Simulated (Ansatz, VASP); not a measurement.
**FeNi3: VASP beside Ansatz**

```xyz
8
Lattice="0.0000 3.4485 3.4485 3.4485 0.0000 3.4485 3.4485 3.4485 0.0000" Properties=species:S:1:pos:R:3 pbc="T T T"
Fe    0.0000    0.0000    0.0000
Fe    3.4485    3.4485    3.4485
Ni    0.0000    1.7242    1.7242
Ni    1.7242    0.0000    1.7242
Ni    1.7242    1.7242    0.0000
Ni    3.4485    5.1727    5.1727
Ni    5.1727    3.4485    5.1727
Ni    5.1727    5.1727    3.4485
```

Alike in both runs: task single point; functional LDA; k mesh 8 × 8 × 8; occupations gaussian, width 0.05 eV; collinear spin.

|  | VASP | Ansatz |
| --- | --- | --- |
| version | VASP 6.6.1 | Ansatz 0.2.0 |
| potentials or method | VASP PAW LDA potentials, release 64 (Fe, Ni), cutoff 520 eV | scalar-relativistic, plane waves, PAW |
| valence electrons in the cell | 76 | 140 |

VASP gave:

```
gap on the k mesh at the Fermi level (eV)                     : none
pressure (GPa)                                                : -0.8
net moment per atom (μB)                                      : 1.10
size of the moment on the site where the two differ most (μB) : 0.56
```

Task: What did Ansatz give for the same quantities?

Result: gap on the k mesh at the Fermi level (eV): none; pressure (GPa): -0.7; net moment per atom (μB): 1.10; size of the moment on the site where the two differ most (μB): 0.60.

LDA's correlation is that of Perdew and Zunger in VASP and of Perdew and Wang (1992) in Ansatz. Site moments also hang on the region over which each program counts them. A gap of «none» marks a metal or a gap that the smearing closes. VASP's potentials hold 76 valence electrons a cell and Ansatz's 140, so a difference there can come from the potentials and not from the codes.
